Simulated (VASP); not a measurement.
Runs of VASP 6.6.1 on HPb4. The structure is that of space group Im-3m (No. 229), or close to it. The cells are those of the table. 

```csv
task,cell,k mesh,cutoff (eV),gap on the mesh (eV),pressure (GPa)
single point,"a = 5.653 Å, angles 109.5°, 5 atoms",8 × 8 × 8,520,none,(a)
single point,"a = 5.668 Å, angles 109.5°, 5 atoms",4 × 4 × 4,520,none,-0.3
single point,"a = 5.463 Å, angles 109.5°, 5 atoms",4 × 4 × 4,520,none,5.1
relaxation of cell and atoms,"relaxed from a = 5.463 Å, angles 109.5°, 5 atoms",4 × 4 × 4,600,none,0.0
```

Alike in all rows: level PBE; potentials or basis VASP PAW PBE potentials, release 64 (H, Pb_d); no spin polarisation; smearing gaussian 0.1 eV.

Fill in the values left out.

(a) -0.1.

Caveats: spin-orbit coupling is left out, which moves the levels of the heavy elements.

A k mesh can miss the band edges, and the runs leave out spin-orbit coupling on Pb.

A gap of «none» marks levels without a gap at the run's occupations.
